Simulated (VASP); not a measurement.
# ZnSe: dielectric tensor with r2SCAN

ZnSe:

```xyz
2
Lattice="0.0000 2.9457 2.9457 2.9457 0.0000 2.9457 2.9457 2.9457 0.0000" Properties=species:S:1:pos:R:3 pbc="T T T"
Zn    0.0000    0.0000    0.0000
Se    1.4729    1.4729    1.4729
```

This cell differs from its parent crystal: strain +4.0%.

| Property | Result |
| --- | --- |
| Program | VASP 6.6.1 |
| Task | dielectric tensor |
| Functional | r2SCAN |
| Potentials or basis | VASP PAW PBE potentials, release 64 (Zn, Se) |
| Cutoff | 520 eV |
| k mesh | 6 × 6 × 6 |
| Occupations | gaussian, width 0.01 eV |
| Spin | no spin polarisation |
| Dipole correction | no |
| Further INCAR settings | ALGO = Normal; EDIFF = 1e-08 |

- Band gap on the k mesh: 1.38 eV, direct
- Electronic dielectric tensor (diagonal): 6.46
- Born charges (mean of the diagonal): Zn +2.22; Se -2.22 e

Levels at points of the mesh, in eV from the valence-band top:
```
           k point  band 5  band 6  band 7  band 8  band 9  band 10  band 11  band 12  band 13
(0.00, 0.00, 0.00)   -6.05   -6.05    0.00    0.00    0.00     1.38     6.33     6.33     6.33
(0.50, 0.00, 0.00)   -6.04   -5.94   -4.58   -0.72   -0.72     2.82     6.86     6.86     8.67
(0.50, 0.50, 0.00)   -6.02   -5.91   -4.29   -1.84   -1.84     3.56     3.82    10.64    11.24
```

Electronic dielectric tensor:
```
6.46 0.00 0.00
0.00 6.46 0.00
0.00 0.00 6.46
```

Born effective charge tensors (e):
atom 1, Zn
```
2.22 0.00 0.00
0.00 2.22 0.00
0.00 0.00 2.22
```
atom 2, Se
```
-2.22  0.00  0.00
 0.00 -2.22  0.00
 0.00  0.00 -2.22
```

Dipole moments of the cell (e·Å, modulo the quantum): ionic 8.837, 8.837, 8.837; electronic 0.017, 0.017, 0.033

Wall time 34 min on 1 thread of AMD EPYC 9R45 96-Core Processor (Zen 5) (shared host), peak memory 0.33 GiB.

Caveat: the cell differs from its parent crystal (strain +4.0%).
